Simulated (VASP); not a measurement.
A run of VASP 6.6.1 is set up as follows.

Contents of POSCAR:

```
Nb3Sn
1.0
    5.2821000000      0.0000000000      0.0000000000
    0.0000000000      5.2821000000      0.0000000000
    0.0000000000      0.0000000000      5.2821000000
Nb Sn
6 2
Direct
    0.2500000000      0.0000000000      0.5000000000
    0.5000000000      0.7500000000      0.0000000000
    0.7500000000      0.0000000000      0.5000000000
    0.5000000000      0.2500000000      0.0000000000
    0.0000000000      0.5000000000      0.7500000000
    0.0000000000      0.5000000000      0.2500000000
    0.0000000000      0.0000000000      0.0000000000
    0.5000000000      0.5000000000      0.5000000000
```

INCAR.step1

```
SYSTEM = Nb3Sn
PREC = Accurate
ENCUT = 520
ISMEAR = -1
SIGMA = 0.05
LREAL = .FALSE.
LASPH = .TRUE.
NELM = 100
NBANDS = 63
GGA = PE
ALGO = Normal
EDIFF = 1E-4
LWAVE = .TRUE.
LCHARG = .FALSE.
```

Contents of INCAR.step2:

```
SYSTEM = Nb3Sn
PREC = Accurate
ENCUT = 520
EDIFF = 1E-8
ISMEAR = -1
SIGMA = 0.05
LREAL = .FALSE.
LASPH = .TRUE.
NELM = 100
ALGO = Normal
ISIF = 2
LWAVE = .FALSE.
LCHARG = .FALSE.
METAGGA = R2SCAN
LMIXTAU = .TRUE.
LEFG = .TRUE.
NBANDS = 63
ISTART = 1
```

KPOINTS

```
regular mesh
0
G
  6 6 6
  0 0 0
```

Potentials or basis: VASP PAW PBE potentials, release 64 (Nb_sv, Sn_d).

Launch:

```bash
$ cat potpaw_PBE.64/Nb_sv/POTCAR potpaw_PBE.64/Sn_d/POTCAR > POTCAR
$ cp INCAR.step1 INCAR
$ mpirun -np 1 vasp_std > vasp.out
$ cp INCAR.step2 INCAR
$ mpirun -np 1 vasp_std > vasp.out
```

(1) Predict the pressure.

(2) Predict the band gap on the k mesh.

## Answers

(1) 2.0 GPa.

(2) zero (bands 53 and 54 overlap by 0.60 eV).

Caveat: without QUAD_EFG the Cq values of the log hold for a quadrupole moment of 1 mb, not for the nuclei; the PAW data sets were made with another functional, which shifts forces and pressure a little; spin-orbit coupling is left out, which moves the levels of the heavy elements.
